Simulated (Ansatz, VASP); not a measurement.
## Ca: VASP beside Ansatz

INCAR

```
PREC = Accurate
ENCUT = 520
EDIFF = 1E-7
ISMEAR = 0
SIGMA = 0.15
LREAL = False
LASPH = True
NELM = 60
ALGO = Fast
ISIF = 2
LWAVE = False
LCHARG = True
GGA = PE
LELF = True
LVHAR = True
NBANDS = 17
```

Contents of KPOINTS:

```
Automatic mesh
0
Gamma
  10 10 6
```

Contents of POSCAR:

```
Ca
1.0
    0.0000000000     -3.9097565251      0.0000000000
   -3.9104486421      0.0000000000      0.0000000000
    0.0000000000      0.0000000000     -5.5107929771
Ca
2
Direct
    0.5000000000      0.5000000000      0.0000000000
    0.0000000000      0.0000000000      0.5000000000
```

Input for Ansatz:

```yaml
crystal:
  lattice:
    - [0.0, -3.9097565251, 0.0]
    - [-3.9104486421, 0.0, 0.0]
    - [0.0, 0.0, -5.5107929771]
  atoms:
    - { symbol: Ca, position: [0.5, 0.5, 0.0] }
    - { symbol: Ca, position: [0.0, 0.0, 0.5] }
basis:
  ecutwfc: 420
kpoints:
  mp_grid: { grid: [10, 10, 6] }
hamiltonian:
  xc: pbe
scf:
  occupations: { method: gaussian, width: 0.15 }
output:
  forces: true
  stress: true
  eigenvalues: true
  write_density: true
  write_potential: true
  elf: true
  volumetric_format: npy
```

Alike in both runs: task single point; functional PBE; k mesh 10 × 10 × 6; occupations gaussian, width 0.15 eV; no spin polarisation.

```csv
,VASP,Ansatz
version,VASP 6.6.1,Ansatz 0.2.0
potentials or method,"VASP PAW PBE potentials, release 64 (Ca_sv), cutoff 520 eV","scalar-relativistic, plane waves, PAW"
valence electrons in the cell,20,20
```

|  | VASP | Ansatz | Ansatz less VASP |
| --- | --- | --- | --- |
| gap on the k mesh at the Fermi level (eV) | none | none | - |
| pressure (GPa) | 0.0 | 0.0 | -0.01 |
| traceless stress, the component that is largest in VASP (GPa) | 0.06 | 0.06 | 0.000 |

A gap of «none» marks a metal or a gap that the smearing closes. With one functional, cell and mesh, what is left measures potentials, basis and numerics.
